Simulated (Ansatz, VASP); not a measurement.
**Two plane-wave programs on AlGa2N3**

```
Al Ga N
1.0
     2.97186    0.00000    0.00000
    -1.48593    2.57371    0.00000
     0.00000    0.00000    7.28632
Al Ga N
1 2 3
Direct
  0.00000 0.00000 0.50000
  0.33333 0.66667 0.17000
  0.66667 0.33333 0.83000
  0.33333 0.66667 0.65746
  0.66667 0.33333 0.34254
  0.00000 0.00000 0.00000
```

Alike in both runs: functional PBE; k mesh 12 × 12 × 4; occupations gaussian, width 0.02 eV; no spin polarisation.

Ansatz relaxed the structure, and its values are those at the end. VASP's run is a single point on that final structure, the one shown.

|  | VASP | Ansatz |
| --- | --- | --- |
| version | VASP 6.6.1 | Ansatz 0.2.0 |
| potentials or method | VASP PAW PBE potentials, release 64 (Al, Ga_d, N), cutoff 520 eV | scalar-relativistic, plane waves, PAW |
| valence electrons in the cell | 44 | 44 |

Ansatz gave:

- gap on the k mesh at the Fermi level (eV): 1.49
- least direct gap on the mesh (eV): 2.43
- pressure (GPa): 0.0
- rms of the force components (eV/Å): 0.000

Problem. Estimate VASP's values.

Solution. gap on the k mesh at the Fermi level (eV): 1.48; least direct gap on the mesh (eV): 2.42; pressure (GPa): 0.5; rms of the force components (eV/Å): 0.015.
